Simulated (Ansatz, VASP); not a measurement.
## Two plane-wave programs on Cs

INCAR

```
SYSTEM = Cs
ALGO     = Normal         ! electronic algorithm
EDIFF    = 1E-6           ! SCF threshold, eV
ENCUT    = 520            ! plane-wave cutoff, eV
GGA      = PE             ! functional
ISIF     = 2              ! what is computed and relaxed
ISMEAR   = 0              ! smearing method
LASPH    = .TRUE.         ! aspherical terms in the spheres
LCHARG   = .FALSE.        ! write CHGCAR
LREAL    = .FALSE.        ! projectors in reciprocal space
LWAVE    = .FALSE.        ! write WAVECAR
NBANDS   = 10             ! bands
NELM     = 80             ! most SCF steps
PREC     = Accurate       ! precision mode
SIGMA    = 0.05           ! smearing width, eV
```

File KPOINTS:

```
k-points
0
G
  8 8 8
  0 0 0
```

The input POSCAR:

```
Cs
1.0
    5.3878714371      0.0000000000      0.0000000000
    0.0000000000      5.3878714371      0.0000000000
   -2.6939357185     -2.6939357185      4.0135983889
Cs
1
Direct
    0.0000000000      0.0000000000      0.0000000000
```

Input for Ansatz:

```yaml
crystal:
  lattice:
    - [5.3878714371, 0.0, 0.0]
    - [0.0, 5.3878714371, 0.0]
    - [-2.6939357185, -2.6939357185, 4.0135983889]
  atoms:
    - { symbol: Cs, position: [0.0, 0.0, 0.0] }
basis:
  ecutwfc: 500
  fft_grid_basis: typed
kpoints:
  mp_grid: { grid: [8, 8, 8] }
hamiltonian:
  xc: pbe
  pseudopotentials: { kind: paw }
scf:
  occupations: { method: gaussian, width: 0.05 }
output:
  forces: true
  stress: true
  eigenvalues: true
  bader: true
  write_density: true
  volumetric_format: npy
  elf: true
```

Alike in both runs: task single point; functional PBE; k mesh 8 × 8 × 8; occupations gaussian, width 0.05 eV; no spin polarisation.

```csv
,VASP,Ansatz
version,VASP 6.6.1,Ansatz 0.2.0
potentials or method,"VASP PAW PBE potentials, release 64 (Cs_sv), cutoff 520 eV","scalar-relativistic, plane waves, PAW"
valence electrons in the cell,9,9
```

|  | VASP | Ansatz | Ansatz less VASP |
| --- | --- | --- | --- |
| gap on the k mesh at the Fermi level (eV) | none | none | - |
| pressure (GPa) | 0.0 | 0.0 | +0.01 |

A gap of «none» marks a metal or a gap that the smearing closes. With one functional, cell and mesh, what is left measures potentials, basis and numerics.

Spin-orbit coupling is off throughout.
